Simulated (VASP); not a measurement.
Runs of VASP 6.6.1 on Rh. The structure is that of space group P6_3/mmc (No. 194), or close to it. The cells are those of the table. This isn't the form of Rh at room conditions, which is fcc.

```tsv
cell	k mesh	gap on the mesh (eV)	pressure (GPa)
a = 2.578, b = 2.578, c = 8.413 Å, angles 90.0, 90.0, 120.0°, 4 atoms	15 × 15 × 4	none	51.5
a = 2.654, b = 2.654, c = 8.661 Å, angles 90.0, 90.0, 120.0°, 4 atoms	15 × 15 × 4	none	14.2
a = 2.690, b = 2.690, c = 8.779 Å, angles 90.0, 90.0, 120.0°, 4 atoms	13 × 13 × 4	none	1.2
a = 2.617, b = 2.617, c = 8.539 Å, angles 90.0, 90.0, 120.0°, 4 atoms	15 × 15 × 4	none	(a)
```

Alike in all rows: task single point; level r2SCAN; potentials or basis VASP PAW PBE potentials, release 64 (Rh_pv); no spin polarisation; cutoff (eV) 520; smearing fermi-dirac 0.1 eV.

Task: Estimate the missing entries.

Result: (a) 30.5.

Caveats: the PAW data sets were made with another functional, which shifts forces and pressure a little; the cell stands under pressure (at least some runs).

A k mesh can miss the band edges, and the runs leave out spin-orbit coupling on Rh.

A gap of «none» marks levels without a gap at the run's occupations.
